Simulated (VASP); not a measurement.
Runs of VASP 6.6.1 on Ti. The structure is that of space group P6_3/mmc (No. 194), or close to it. The cells are those of the table. 

```csv
cell,gap on the mesh (eV),pressure (GPa)
"a = 2.989, b = 2.989, c = 4.742 Å, angles 90.0, 90.0, 120.0°, 2 atoms",none,(a)
"a = 3.017, b = 3.017, c = 4.787 Å, angles 90.0, 90.0, 120.0°, 2 atoms",none,-11.5
"a = 2.960, b = 2.960, c = 4.696 Å, angles 90.0, 90.0, 120.0°, 2 atoms",none,(b)
"a = 2.930, b = 2.930, c = 4.649 Å, angles 90.0, 90.0, 120.0°, 2 atoms",none,-3.7
"a = 2.900, b = 2.900, c = 4.601 Å, angles 90.0, 90.0, 120.0°, 2 atoms",none,-0.3
```

Alike in all rows: task single point; level PBEsol; potentials or basis VASP PAW PBE potentials, release 64 (Ti_sv); no spin polarisation; k mesh 11 × 11 × 6; cutoff (eV) 520; smearing fermi-dirac 0.1 eV.

Estimate the missing entries.

(a) -9.3; (b) -6.7.

Caveats: the PAW data sets were made with another functional, which shifts forces and pressure a little.

A gap of «none» marks levels without a gap at the run's occupations.
